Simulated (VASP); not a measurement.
# Cs (Fm-3m) in VASP: notebook, part 2 of 2

VASP 6.6.1. Earlier steps stand in the parts before.

## (4) Single point, r2SCAN (113.71 Å³/atom)

This run uses another cell than the first one, of 113.71 Å³/atom.

Input file POSCAR:

```
Cs
1.0
    0.0000000000      3.8452422302      3.8452422302
    3.8452422302      0.0000000000      3.8452422302
    3.8452422302      3.8452422302      0.0000000000
Cs
1
Direct
    0.0000000000      0.0000000000      0.0000000000
```

Input file INCAR.step1:

```
  ALGO = Normal
  EDIFF = 1E-5
  ENCUT = 550
  GGA = PE
  GGA_COMPAT = False
  ISMEAR = -1
  LASPH = True
  LCHARG = False
  LREAL = False
  LWAVE = True
  NBANDS = 10
  NELM = 120
  PREC = Accurate
  SIGMA = 0.1
```

Input file INCAR.step2:

```
  ALGO = Normal
  EDIFF = 1E-6
  ENCUT = 550
  GGA_COMPAT = False
  ISIF = 2
  ISMEAR = -1
  ISTART = 1
  LASPH = True
  LCHARG = True
  LELF = True
  LMIXTAU = True
  LREAL = False
  LVHAR = True
  LWAVE = False
  METAGGA = R2SCAN
  NBANDS = 10
  NELM = 120
  PREC = Accurate
  SIGMA = 0.1
```

Input file KPOINTS:

```
k-points
0
Gamma
  8 8 8
```

Potentials or basis: VASP PAW PBE potentials, release 64 (Cs_sv).

Launch:

```console
> cat potpaw_PBE.64/Cs_sv/POTCAR > POTCAR
> cp INCAR.step1 INCAR
> mpirun -np 1 vasp_std > vasp.out
> cp INCAR.step2 INCAR
> mpirun -np 1 vasp_std > vasp.out
```

OUTCAR:

```text
EDIFF = 1E-6
   ENCUT = 550
   ISIF = 2
   ISMEAR = -1
   ISTART = 1
   LASPH = True
   LREAL = False
   METAGGA = R2SCAN
   NELM = 120
   PREC = Accurate

 ion  position               nearest neighbor table
   1  0.000  0.000  0.000-

  LATTYP: Found a face centered cubic cell.
 ALAT       =     7.6904844604

  Lattice vectors:

 A1 = (   0.0000000000,   3.8452422302,   3.8452422302)
 A2 = (   3.8452422302,   0.0000000000,   3.8452422302)
 A3 = (   3.8452422302,   3.8452422302,   0.0000000000)

Analysis of symmetry for initial positions (statically):
=====================================================================
 Subroutine PRICEL returns:
 Original cell was already a primitive cell.

 Routine SETGRP: Setting up the symmetry group for a
 face centered cubic supercell.

 Subroutine GETGRP returns: Found 48 space group operations
 (whereof 48 operations were pure point group operations)
 out of a pool of 48 trial point group operations.

The static configuration has the point symmetry O_h .

Analysis of symmetry for dynamics (positions and initial velocities):
=====================================================================
 Subroutine PRICEL returns:
 Original cell was already a primitive cell.

 Routine SETGRP: Setting up the symmetry group for a
 face centered cubic supercell.

 Subroutine GETGRP returns: Found 48 space group operations
 (whereof 48 operations were pure point group operations)
 out of a pool of 48 trial point group operations.

The dynamic configuration has the point symmetry O_h .

 Subroutine INISYM returns: Found 48 space group operations
 (whereof 48 operations are pure point group operations),
 and found     1 'primitive' translations

----------------------------------------------------------------------------------------

                                     Primitive cell

  volume of cell :     113.7106

  direct lattice vectors                    reciprocal lattice vectors
     0.000000000  3.845242230  3.845242230    -0.130030820  0.130030820  0.130030820
     3.845242230  0.000000000  3.845242230     0.130030820 -0.130030820  0.130030820
     3.845242230  3.845242230  0.000000000     0.130030820  0.130030820 -0.130030820

  length of vectors
     5.437993713  5.437993713  5.437993713     0.225219987  0.225219987  0.225219987

  position of ions in fractional coordinates (direct lattice)
     0.000000000  0.000000000  0.000000000

  ion indices of the primitive-cell ions
   primitive index   ion index
                 1           1

----------------------------------------------------------------------------------------

 KPOINTS: k-points

Automatic generation of k-mesh.
 Grid dimensions read from file:
 generate k-points for:    8    8    8

 Generating k-lattice:

  Cartesian coordinates                     Fractional coordinates (reciprocal lattice)
    -0.016253852  0.016253852  0.016253852     0.125000000  0.000000000  0.000000000
     0.016253852 -0.016253852  0.016253852     0.000000000  0.125000000  0.000000000
     0.016253852  0.016253852 -0.016253852     0.000000000  0.000000000  0.125000000

  Length of vectors
     0.028152498  0.028152498  0.028152498

  Shift w.r.t. Gamma in fractional coordinates (k-lattice)
     0.000000000  0.000000000  0.000000000

 Subroutine IBZKPT returns following result:
 ===========================================

 Found     29 irreducible k-points:

 Following reciprocal coordinates:
            Coordinates               Weight
  0.000000  0.000000  0.000000      1.000000
  0.125000  0.000000  0.000000      8.000000
  0.250000  0.000000  0.000000      8.000000
  0.375000  0.000000  0.000000      8.000000
  0.500000  0.000000  0.000000      4.000000
  0.125000  0.125000  0.000000      6.000000
[... 16 lines left out ...]
  0.500000  0.250000  0.125000     48.000000
 -0.375000  0.250000  0.125000     24.000000
 [... further k-points ...]
   k-points           NKPTS =     29   k-points in BZ     NKDIM =     29   number of bands    NBANDS=     10
   number of dos      NEDOS =    301   number of ions     NIONS =      1
   total plane-waves  NPLWV =  74088
   dimension x,y,z NGX =    42 NGY =   42 NGZ =   42
   dimension x,y,z NGXF=    84 NGYF=   84 NGZF=   84
   ions per type =               1
   NGX,Y,Z   is equivalent  to a cutoff of  12.84, 12.84, 12.84 a.u.
   NGXF,Y,Z  is equivalent  to a cutoff of  25.68, 25.68, 25.68 a.u.
 SYSTEM =  unknown system
   PREC   = accura    normal or accurate (medium, high low for compatibility)
   ISTART =      1    job   : 0-new  1-cont  2-samecut
   ICHARG =      0    charge: 1-file 2-atom 10-const
   ISPIN  =      1    spin polarized calculation?
   LNONCOLLINEAR =      F non collinear calculations
   LSORBIT =      F    spin-orbit coupling
   LASPH  =      T    aspherical Exc in radial PAW
   ENCUT  =  550.0 eV  40.42 Ry    6.36 a.u.  10.40 10.40 10.40*2*pi/ulx,y,z
   NELM   =    120;   NELMIN=  2; NELMDL=  0     # of ELM steps
   EDIFF  = 0.1E-05   stopping-criterion for ELM
   LREAL  =      F    real-space projection
   EDIFFG = 0.1E-04   stopping-criterion for IOM
   NSW    =      0    number of steps for IOM
   IBRION =     -1    ionic relax: 0-MD 1-quasi-New 2-CG
   NFREE  =      0    steps in history (QN), initial steepest desc. (CG)
   ISIF   =      2    stress and relaxation
   ISYM   =      2    0-nonsym 1-usesym 2-fastsym
   POTIM  = 0.5000    time-step for ionic-motion
   TEBEG  =    0.0;   TEEND  =   0.0 temperature during run
   PSTRESS=    0.0 pullay stress
   NELECT =       9.0000    total number of electrons
   NUPDOWN=      -1.0000    fix difference up-down
   EMIN   =  10.00;   EMAX   =-10.00  energy-range for DOS
   EFERMI =   0.00;   METHOD = LEGACY
   ISMEAR =    -1;   SIGMA  =   0.10  broadening in eV -4-tet -1-fermi 0-gaus
   EFERMI_NEDOS =   21; number of points for ismear=-14 and -15
   IALGO  =     38    algorithm
   IMIX   =      4    mixing-type and parameters
     AMIX     =   0.40;   BMIX     =  1.00
     AMIX_MAG =   1.60;   BMIX_MAG =  1.00
  volume/ion in A,a.u.               =     113.71       767.36
  Fermi-wavevector in a.u.,A,eV,Ry     =   0.702892  1.328273  6.722057  0.494057
  Thomas-Fermi vector in A             =   1.787715
   LORBIT       =      0    0 simple, 1 ext, 2 COOP (PROOUT), +10 PAW based schemes
   METAGGA = R2SCAN    functional components
   LHFCALC =     F    Hartree Fock is set to
   AEXX    =    0.0000 exact exchange contribution
   IVDW    =     0    specifies the selected vdW correction
   LEPSILON=     F    determine dielectric tensor
   LRPA    =     F    only Hartree local field effects (RPA)
 non-spin polarized calculation
  energy-cutoff  :      550.00
  volume of cell :      113.71
 maximum number of plane-waves:      3383
 NGX is ok and might be reduce to    42
   NGX = 21   NGY = 21   NGZ = 21

 number of electron       9.0000000 magnetization

 Free energy of the ion-electron system (eV)
  ---------------------------------------------------
  ext. energy  EPLUGINS =         0.00000000
  ---------------------------------------------------
  free energy    TOTEN  =       -25.02857054 eV

  energy without entropy =      -24.98721623  energy(sigma->0) =      -25.00789339

 E-fermi :   0.5694     XC(G=0):  -5.6607

 val. band max:        0.4811606864   @ k =  -0.3750   0.1250   0.0000
 cond. band min:       0.6214352346   @ k =   0.5000   0.3750   0.1250
 fundamental gap:      0.1402745482
 Fermi energy:         0.5694418047

 k-point     1 :       0.0000    0.0000    0.0000
  band No.  band energies     occupation
      1     -24.2101      2.00000
      2     -10.5765      2.00000
      3     -10.5765      2.00000
      4     -10.5765      2.00000
      5      -1.2122      2.00000
      6       3.3281      0.00000
      7       3.3281      0.00000
      8       3.3281      0.00000
      9       4.5058      0.00000
     10       4.5058      0.00000
[... 287 lines left out ...]
 k-point    24 :      -0.3750    0.2500    0.1250
  band No.  band energies     occupation
      1     -24.2018      2.00000
      2     -10.7009      2.00000
      3     -10.6331      2.00000
      4     -10.6073      2.00000
      5       1.0940      0.01048
      6       1.2578      0.00205
      7       2.3936      0.00000
      8       3.4363      0.00000
      9       4.6803      0.00000
     10       5.3215      0.00000

 [... further k-points ...]

------------------------ aborting loop because EDIFF is reached ----------------------------------------

  FORCE on cell =-STRESS in cart. coord.  units (eV):
  Direction    XX          YY          ZZ          XY          YZ          ZX
  --------------------------------------------------------------------------------------
  -------------------------------------------------------------------------------------
  Total        0.1294484      0.1294484      0.1294484      0.0000000      0.0000000      0.0000000
  in kB        1.8239220      1.8239220      1.8239220      0.0000000      0.0000000      0.0000000
  external PRESSURE =       1.8239220 kB  Pullay stress =       0.0000000 kB

 VOLUME and BASIS-vectors are now :
 -----------------------------------------------------------------------------
  energy-cutoff  :      550.00
  volume of cell :      113.71
      direct lattice vectors                 reciprocal lattice vectors
     0.000000000  3.845242230  3.845242230    -0.130030820  0.130030820  0.130030820
     3.845242230  0.000000000  3.845242230     0.130030820 -0.130030820  0.130030820
     3.845242230  3.845242230  0.000000000     0.130030820  0.130030820 -0.130030820

 POSITION                                       TOTAL-FORCE (eV/Angst)
 -----------------------------------------------------------------------------------
      0.00000      0.00000      0.00000         0.000000      0.000000      0.000000
 -----------------------------------------------------------------------------------
    total drift:                                0.000000     -0.000000      0.000000

  FREE ENERGIE OF THE ION-ELECTRON SYSTEM (eV)
  ---------------------------------------------------
  free  energy   TOTEN  =       -25.0285705404 eV

  energy  without entropy=      -24.9872162313  energy(sigma->0) =      -25.00789339
```

Wall time 4.7 min (1 thread of Intel Xeon Platinum 8259CL at 2.50GHz (Skylake/Cascade Lake), shared host); peak memory 0.29 GiB.

What came out:

* Free energy: -25.0286 eV
* Pressure: 0.2 GPa
* Band gap on the k mesh: zero (an odd number of electrons rules out a gap without spin polarisation)

Levels at points of the mesh, in eV from the Fermi level:
```
           k point  band 1  band 2  band 3  band 4  band 5  band 6  band 7  band 8  band 9  band 10
(0.00, 0.00, 0.00)  -24.78  -11.15  -11.15  -11.15   -1.78    2.76    2.76    2.76    3.94     3.94
(0.50, 0.00, 0.00)  -24.77  -11.29  -11.16  -11.16    0.06    0.70    2.58    2.58    4.73     4.73
(0.50, 0.50, 0.00)  -24.77  -11.28  -11.20  -11.20    0.27    1.14    1.49    4.39    4.39     4.76
```

Caveat: the PAW data sets were made with another functional, which shifts forces and pressure a little; spin-orbit coupling is left out, which moves the levels of the heavy elements.

## (5) The runs side by side

```csv
cell,k mesh,gap on the mesh (eV),pressure (GPa)
"a = 5.591 Å, angles 60.0°, 1 atom",7 × 7 × 7,none,0.0
"a = 5.358 Å, angles 60.0°, 1 atom",8 × 8 × 8,none,0.3
"a = 5.438 Å, angles 60.0°, 1 atom",8 × 8 × 8,none,0.2
```

Alike in all rows: task single point; level r2SCAN; potentials or basis VASP PAW PBE potentials, release 64 (Cs_sv); no spin polarisation; cutoff (eV) 550; smearing fermi-dirac 0.1 eV.

Caveats: the PAW data sets were made with another functional, which shifts forces and pressure a little; spin-orbit coupling is left out, which moves the levels of the heavy elements.

Total energies depend on the potentials used, so only differences within one code and one set of settings carry meaning.

The gap in the log of VASP goes by the Fermi energy; the results here count the filled bands.